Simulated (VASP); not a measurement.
Hg, 2 atoms in the cell. The structure is hexagonal, space group P6_3/mmc (No. 194). Conventional cell: a = 3.115 Å, b = 3.115 Å, c = 4.873 Å, α = 90.00°, β = 90.00°, γ = 120.00°. Within 4.0 Å of Hg (site symmetry -6m2) lie 12 Hg at 3.03 to 3.11 Å. 

| Quantity | Value |
| --- | --- |
| Program | VASP 6.6.1 |
| Task | single point |
| Functional | PBEsol |
| Dispersion | D3(BJ) |
| Potentials or basis | VASP PAW PBE potentials, release 64 (Hg) |
| Cutoff | 520 eV |
| k mesh | 18 × 18 × 10 |
| Occupations | gaussian, width 0.15 eV |
| Spin | no spin polarisation |
| Dipole correction | no |
| Further INCAR settings | ALGO = Fast; EDIFF = 1e-06; NBANDS = 19 |

Potentials or basis: VASP PAW PBE potentials, release 64 (Hg).

Run with:

```bash
$ cat potpaw_PBE.64/Hg/POTCAR > POTCAR
$ mpirun -np 1 vasp_std > vasp.out
```

Hardware: 1 thread of Intel(R) Xeon(R) 6975P-C (Granite Rapids), with other jobs on the host.

**Question.** How long does it take, and how much memory?

**Answer.** It took 33 s on 1 thread of Intel(R) Xeon(R) 6975P-C (Granite Rapids), on a shared host, peak memory 0.27 GiB. Counts: scf iterations 11, k points 222.
